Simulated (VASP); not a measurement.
# MgCd2N2 (P-3m1) in VASP: single point with HSE06

Aim: the single point of MgCd2N2 with HSE06.

Program: VASP 6.6.1. These are calculated values, not measurements. Logs are shortened: lines on timing, memory, paths and dates and some standing lists are left out, and cuts for length are marked.

## (1) The cell of the first run

It takes space group P-3m1 (No. 164, trigonal). Conventional cell: a = 3.456 Å, b = 3.456 Å, c = 6.713 Å, α = 90.00°, β = 90.00°, γ = 120.00°. Mg (site symmetry -3m) has 6 N at 2.34 Å and 6 Cd at 3.01 Å within 3.1 Å. Cd (site symmetry 3m) has 3 N at 2.25 Å and 3 Cd at 2.98 Å and 3 Mg at 3.01 Å within 3.1 Å. Within 3.0 Å of N (site symmetry 3m) lie 3 Cd at 2.25 Å and 3 Mg at 2.34 Å.

## (2) Single point, HSE06

The input, POSCAR:

```
MgCd2N2
1.0
    3.4557989910      0.0000000000      0.0000000000
   -1.7278994955      2.9928097166      0.0000000000
    0.0000000000      0.0000000000      6.7130979166
Mg Cd N
1 2 2
Direct
    0.0000000000      0.0000000000      0.0000000000
    0.3333333333      0.6666666667      0.6651542565
    0.6666666667      0.3333333333      0.3348457435
    0.3333333333      0.6666666667      0.1812331138
    0.6666666667      0.3333333333      0.8187668862
```

The input, INCAR.step1:

```
  PREC = Accurate
  ENCUT = 520
  EDIFF = 1E-5
  ISMEAR = -1
  SIGMA = 0.02
  LREAL = F
  LASPH = T
  NELM = 120
  ALGO = Normal
  ISIF = 2
  LWAVE = T
  LCHARG = F
  GGA = PE
  NBANDS = 26
  GGA_COMPAT = F
```

The input, INCAR.step2:

```
  PREC = Accurate
  ENCUT = 520
  EDIFF = 1E-6
  ISMEAR = -1
  SIGMA = 0.02
  LREAL = F
  LASPH = T
  NELM = 120
  ALGO = Normal
  ISIF = 2
  LWAVE = F
  LCHARG = F
  GGA = PE
  LHFCALC = T
  HFSCREEN = 0.2079
  PRECFOCK = Normal
  ISTART = 1
  NBANDS = 26
  GGA_COMPAT = F
```

The input, KPOINTS:

```
regular mesh
0
Gamma
  6 6 2
```

Potentials or basis: VASP PAW PBE potentials, release 64 (Mg, Cd, N).

Command:

```bash
> cat potpaw_PBE.64/Mg/POTCAR potpaw_PBE.64/Cd/POTCAR potpaw_PBE.64/N/POTCAR > POTCAR
> cp INCAR.step1 INCAR
> mpirun -np 1 vasp_std > vasp.out
> cp INCAR.step2 INCAR
> mpirun -np 1 vasp_std > vasp.out
```

OUTCAR:

```text
PREC = Accurate
   ENCUT = 520
   EDIFF = 1E-6
   ISMEAR = -1
   LREAL = F
   LASPH = T
   NELM = 120
   ISIF = 2
   GGA = PE
   LHFCALC = T
   HFSCREEN = 0.2079
   PRECFOCK = Normal
   ISTART = 1

 ion  position               nearest neighbor table
   1  0.000  0.000  0.000-   4 2.34   5 2.34   5 2.34   4 2.34   5 2.34   4 2.34   2 3.01   3 3.01
                             2 3.01   3 3.01   3 3.01   2 3.01
   2  0.333  0.667  0.665-   5 2.25   5 2.25   5 2.25   3 2.98   3 2.98   3 2.98   1 3.01   1 3.01
                             1 3.01
   3  0.667  0.333  0.335-   4 2.25   4 2.25   4 2.25   2 2.98   2 2.98   2 2.98   1 3.01   1 3.01
                             1 3.01
   4  0.333  0.667  0.181-   3 2.25   3 2.25   3 2.25   1 2.34   1 2.34   1 2.34
   5  0.667  0.333  0.819-   2 2.25   2 2.25   2 2.25   1 2.34   1 2.34   1 2.34

  LATTYP: Found a hexagonal cell.
 ALAT       =     3.4557989910
 C/A-ratio  =     1.9425602977

  Lattice vectors:

 A1 = (   3.4557989910,   0.0000000000,   0.0000000000)
 A2 = (  -1.7278994955,   2.9928097166,   0.0000000000)
 A3 = (   0.0000000000,   0.0000000000,   6.7130979166)

Analysis of symmetry for initial positions (statically):
=====================================================================
 Subroutine PRICEL returns:
 Original cell was already a primitive cell.

 Routine SETGRP: Setting up the symmetry group for a
 hexagonal supercell.

 Subroutine GETGRP returns: Found 12 space group operations
 (whereof 12 operations were pure point group operations)
 out of a pool of 24 trial point group operations.

The static configuration has the point symmetry D_3d.

Analysis of symmetry for dynamics (positions and initial velocities):
=====================================================================
 Subroutine PRICEL returns:
 Original cell was already a primitive cell.

 Routine SETGRP: Setting up the symmetry group for a
 hexagonal supercell.

 Subroutine GETGRP returns: Found 12 space group operations
 (whereof 12 operations were pure point group operations)
 out of a pool of 24 trial point group operations.

The dynamic configuration has the point symmetry D_3d.

 Subroutine INISYM returns: Found 12 space group operations
 (whereof 12 operations are pure point group operations),
 and found     1 'primitive' translations

----------------------------------------------------------------------------------------

                                     Primitive cell

  volume of cell :      69.4305

  direct lattice vectors                    reciprocal lattice vectors
     3.455798991  0.000000000  0.000000000     0.289368682  0.167067087  0.000000000
    -1.727899495  2.992809717  0.000000000     0.000000000  0.334134173  0.000000000
     0.000000000  0.000000000  6.713097917     0.000000000  0.000000000  0.148962523

  length of vectors
     3.455798991  3.455798991  6.713097917     0.334134173  0.334134173  0.148962523

  position of ions in fractional coordinates (direct lattice)
     0.000000000  0.000000000  0.000000000
     0.333333333  0.666666667  0.665154257
     0.666666667  0.333333333  0.334845743
     0.333333333  0.666666667  0.181233114
     0.666666667  0.333333333  0.818766886

  ion indices of the primitive-cell ions
   primitive index   ion index
                 1           1
                 2           2
                 3           3
                 4           4
                 5           5

----------------------------------------------------------------------------------------

 KPOINTS: regular mesh

Automatic generation of k-mesh.
 Grid dimensions read from file:
 generate k-points for:    6    6    2

 Generating k-lattice:

  Cartesian coordinates                     Fractional coordinates (reciprocal lattice)
     0.048228114  0.027844514  0.000000000     0.166666667  0.000000000  0.000000000
     0.000000000  0.055689029  0.000000000     0.000000000  0.166666667  0.000000000
     0.000000000  0.000000000  0.074481261     0.000000000  0.000000000  0.500000000

  Length of vectors
     0.055689029  0.055689029  0.074481261

  Shift w.r.t. Gamma in fractional coordinates (k-lattice)
     0.000000000  0.000000000  0.000000000

 Subroutine IBZKPT returns following result:
 ===========================================

 Found     14 irreducible k-points:

 Following reciprocal coordinates:
            Coordinates               Weight
  0.000000  0.000000  0.000000      1.000000
  0.166667 -0.000000  0.000000      6.000000
  0.333333  0.000000  0.000000      6.000000
  0.500000  0.000000  0.000000      3.000000
  0.166667  0.166667  0.000000      6.000000
  0.333333  0.166667  0.000000     12.000000
  0.333333  0.333333  0.000000      2.000000
  0.000000  0.000000  0.500000      1.000000
  0.166667 -0.000000  0.500000      6.000000
  0.333333  0.000000  0.500000      6.000000
  0.500000  0.000000  0.500000      3.000000
  0.166667  0.166667  0.500000      6.000000
  0.333333  0.166667  0.500000     12.000000
  0.333333  0.333333  0.500000      2.000000
   k-points           NKPTS =     14   k-points in BZ     NKDIM =     72   number of bands    NBANDS=     26
   number of dos      NEDOS =    301   number of ions     NIONS =      5
   total plane-waves  NPLWV =  39200
   dimension x,y,z NGX =    28 NGY =   28 NGZ =   50
   dimension x,y,z NGXF=    56 NGYF=   56 NGZF=  100
   ions per type =               1   2   2
   NGX,Y,Z   is equivalent  to a cutoff of  13.47, 13.47, 12.38 a.u.
   NGXF,Y,Z  is equivalent  to a cutoff of  26.94, 26.94, 24.76 a.u.
 SYSTEM =  unknown system
   PREC   = accura    normal or accurate (medium, high low for compatibility)
   ISTART =      1    job   : 0-new  1-cont  2-samecut
   ICHARG =      0    charge: 1-file 2-atom 10-const
   ISPIN  =      1    spin polarized calculation?
   LNONCOLLINEAR =      F non collinear calculations
   LSORBIT =      F    spin-orbit coupling
   LASPH  =      T    aspherical Exc in radial PAW
   ENCUT  =  520.0 eV  38.22 Ry    6.18 a.u.   6.43  6.43 12.48*2*pi/ulx,y,z
   NELM   =    120;   NELMIN=  2; NELMDL=  0     # of ELM steps
   EDIFF  = 0.1E-05   stopping-criterion for ELM
   LREAL  =      F    real-space projection
   EDIFFG = 0.1E-04   stopping-criterion for IOM
   NSW    =      0    number of steps for IOM
   IBRION =     -1    ionic relax: 0-MD 1-quasi-New 2-CG
   NFREE  =      0    steps in history (QN), initial steepest desc. (CG)
   ISIF   =      2    stress and relaxation
   ISYM   =      3    0-nonsym 1-usesym 2-fastsym
   POTIM  = 0.5000    time-step for ionic-motion
   TEBEG  =    0.0;   TEEND  =   0.0 temperature during run
   PSTRESS=    0.0 pullay stress
   NELECT =      36.0000    total number of electrons
   NUPDOWN=      -1.0000    fix difference up-down
   EMIN   =  10.00;   EMAX   =-10.00  energy-range for DOS
   EFERMI =   0.00;   METHOD = LEGACY
   ISMEAR =    -1;   SIGMA  =   0.02  broadening in eV -4-tet -1-fermi 0-gaus
   EFERMI_NEDOS =   21; number of points for ismear=-14 and -15
   IALGO  =     38    algorithm
   IMIX   =      1    mixing-type and parameters
     AMIX     =   0.40;   BMIX     =  1.00
     AMIX_MAG =   1.60;   BMIX_MAG =  1.00
  volume/ion in A,a.u.               =      13.89        93.71
  Fermi-wavevector in a.u.,A,eV,Ry     =   1.315201  2.485370 23.534729  1.729754
  Thomas-Fermi vector in A             =   2.445400
   LORBIT       =      0    0 simple, 1 ext, 2 COOP (PROOUT), +10 PAW based schemes
   GGA     = PE    functional components
   LHFCALC =     T    Hartree Fock is set to
   PRECFOCK=normal    Normal, Fast or Accurate (Low or Medium for compatibility)
   ENCUT4O =  -1.0   cutoff for four orbital integrals eV
   NKREDX  =     1    reduce k-point grid by
   NKREDY  =     1    reduce k-point grid by
   NKREDZ  =     1    reduce k-point grid by
   AEXX    =    0.2500 exact exchange contribution
   HFSCREEN=    0.2079 screening length (either q_TF or 0.3 A-1)
   HFSCREENC=   0.2079 screening length for correlation (either q_TF or 0.3 A-1)
   ENCUTFOCK=  -1.0 apply spherical cutoff to Coloumb kernel
   IVDW    =     0    specifies the selected vdW correction
   LEPSILON=     F    determine dielectric tensor
   LRPA    =     F    only Hartree local field effects (RPA)
 non-spin polarized calculation
  energy-cutoff  :      520.00
  volume of cell :       69.43
 maximum number of plane-waves:      1892
 NGX is ok and might be reduce to    28
  NGX = 20; NGY = 20; NGZ = 40

 number of electron      36.0000001 magnetization

 Free energy of the ion-electron system (eV)
  ---------------------------------------------------
  ext. energy  EPLUGINS =         0.00000000
  ---------------------------------------------------
  free energy    TOTEN  =       -22.32001040 eV

  energy without entropy =      -22.31893041  energy(sigma->0) =      -22.31947041

 E-fermi :   2.6133     XC(G=0):  -9.1530

 val. band max:        2.6063713815   @ k =   0.0000   0.0000   0.0000
 cond. band min:       3.1387599617   @ k =   0.1667  -0.0000   0.0000
 fundamental gap:      0.5323885803
 Fermi energy:         2.6133058888

 k-point     1 :       0.0000    0.0000    0.0000
  band No.  band energies     occupation
      1     -13.1390      2.00000
      2     -12.2073      2.00000
      3      -7.0923      2.00000
      4      -7.0923      2.00000
      5      -6.9904      2.00000
      6      -6.9281      2.00000
[... 18 lines left out ...]
     25      14.0122      0.00000
     26      14.0122      0.00000

 k-point     2 :       0.1667   -0.0000    0.0000
  band No.  band energies     occupation
      1     -12.9364      2.00000
      2     -12.1234      2.00000
      3      -7.1528      2.00000
      4      -7.0669      2.00000
      5      -6.9739      2.00000
      6      -6.9272      2.00000
[... 18 lines left out ...]
     25      13.2940      0.00000
[... 318 lines left out ...]
     25      12.6226      0.00000
     26      13.8900      0.00000

 k-point    14 :       0.3333    0.3333    0.5000
  band No.  band energies     occupation
      1     -12.0324      2.00000
      2     -12.0324      2.00000
      3      -7.3836      2.00000
      4      -7.0471      2.00000
      5      -7.0471      2.00000
      6      -6.7259      2.00000
[... 18 lines left out ...]
     25      12.0636      0.00000
     26      14.4021      0.00000

------------------------ aborting loop because EDIFF is reached ----------------------------------------

  FORCE on cell =-STRESS in cart. coord.  units (eV):
  Direction    XX          YY          ZZ          XY          YZ          ZX
  --------------------------------------------------------------------------------------
  -------------------------------------------------------------------------------------
  Total        0.5502209      0.5502209     -0.1272565      0.0000000      0.0000000      0.0000000
  in kB       12.6968819     12.6968819     -2.9365671      0.0000000      0.0000000      0.0000000
  external PRESSURE =       7.4857322 kB  Pullay stress =       0.0000000 kB

 VOLUME and BASIS-vectors are now :
 -----------------------------------------------------------------------------
  energy-cutoff  :      520.00
  volume of cell :       69.43
      direct lattice vectors                 reciprocal lattice vectors
     3.455798991  0.000000000  0.000000000     0.289368682  0.167067087  0.000000000
    -1.727899495  2.992809717  0.000000000     0.000000000  0.334134173  0.000000000
     0.000000000  0.000000000  6.713097917     0.000000000  0.000000000  0.148962523

 POSITION                                       TOTAL-FORCE (eV/Angst)
 -----------------------------------------------------------------------------------
      0.00000      0.00000      0.00000         0.000000      0.000000     -0.000000
     -0.00000      1.99521      4.46525         0.000000      0.000000      0.240185
      1.72790      0.99760      2.24785        -0.000000     -0.000000     -0.240185
     -0.00000      1.99521      1.21664         0.000000     -0.000000      0.143444
      1.72790      0.99760      5.49646        -0.000000      0.000000     -0.143444
 -----------------------------------------------------------------------------------
    total drift:                                0.000004      0.000004     -0.000054

  FREE ENERGIE OF THE ION-ELECTRON SYSTEM (eV)
  ---------------------------------------------------
  free  energy   TOTEN  =       -22.3200103974 eV

  energy  without entropy=      -22.3189304126  energy(sigma->0) =      -22.31947041
```

Run time: 2.4 h. Hardware: 1 thread of Intel Xeon 8259CL, shared host; peak memory 0.34 GiB.

Results:

```
Free energy            : -22.3200 eV
Pressure               : 0.7 GPa
Largest force          : 0.240 eV/Å
Band gap on the k mesh : zero (filled and empty bands touch)
```

Forces on the atoms (eV/Å):
```
Mg   0.000  0.000  0.000
Cd   0.000  0.000  0.240
Cd   0.000  0.000 -0.240
N    0.000  0.000  0.143
N    0.000  0.000 -0.143
```

Stress tensor (GPa, compression positive):
```
 1.27  0.00  0.00
 0.00  1.27  0.00
 0.00  0.00 -0.29
```

Caveat: the k points lie up to 0.47 Å⁻¹ apart; the PAW data sets were made with another functional, which shifts forces and pressure a little.

The gap in the log of VASP goes by the Fermi energy; the results here count the filled bands.